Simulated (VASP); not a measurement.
Set up this calculation in VASP 6.6.1, as the native input.

```
Task                   : single point
Functional             : PBE
Potentials or basis    : VASP PAW PBE potentials, release 64 (Zn, Cd, O)
Cutoff                 : 520 eV
k mesh                 : 10 × 10 × 6
Occupations            : gaussian, width 0.1 eV
Spin                   : no spin polarisation
Dipole correction      : no
Further INCAR settings : ALGO = Normal; EDIFF = 1e-06; NBANDS = 36
```

The structure of Zn2CdO3 lies in POSCAR:

```
Zn2CdO3
1.0
    3.7252569051      0.0000000000      0.0000000000
    0.0000000000      3.7252569051      0.0000000000
    0.0000000000      0.0000000000      7.0345986234
Zn Cd O
2 1 3
Direct
    0.5000000000      0.5000000000      0.5582205324
    0.0000000000      0.0000000000      0.7478986989
    0.0000000000      0.0000000000      0.2578087030
    0.5000000000      0.0000000000      0.6799146240
    0.0000000000      0.5000000000      0.6799146240
    0.5000000000      0.5000000000      0.2728114578
```

The cell was built from a structure type or drawn by symmetry, and may not be a known phase.

These files were run (other wordings do the same):

INCAR

```
PREC     = Accurate       # precision mode
ENCUT    = 520            # plane-wave cutoff, eV
EDIFF    = 1E-6           # SCF threshold, eV
ISMEAR   = 0              # smearing method
SIGMA    = 0.1            # smearing width, eV
LREAL    = False          # projectors in reciprocal space
LASPH    = True           # aspherical terms in the spheres
NELM     = 60             # most SCF steps
ALGO     = Normal         # electronic algorithm
ISIF     = 2              # what is computed and relaxed
LWAVE    = False          # write WAVECAR
LCHARG   = True           # write CHGCAR
GGA      = PE             # functional
LELF     = True           # ELF
LVHAR    = True         
NBANDS   = 36             # bands
```

KPOINTS

```
regular mesh
0
Gamma
  10 10 6
```

Potentials or basis: VASP PAW PBE potentials, release 64 (Zn, Cd, O).

Run with:

```console
$ cat potpaw_PBE.64/Zn/POTCAR potpaw_PBE.64/Cd/POTCAR potpaw_PBE.64/O/POTCAR > POTCAR
$ mpirun -np 1 vasp_std > vasp.out
```

It gave:

| Quantity | Value |
| --- | --- |
| Pressure | 0.7 GPa |
| Largest force | 0.099 eV/Å |
| Band gap on the k mesh | zero (bands 27 and 28 overlap by 1.20 eV) |

Run time: 2.9 min on 1 thread of Intel(R) Xeon(R) Platinum 8559C (Emerald Rapids) (shared host), peak memory 0.37 GiB.
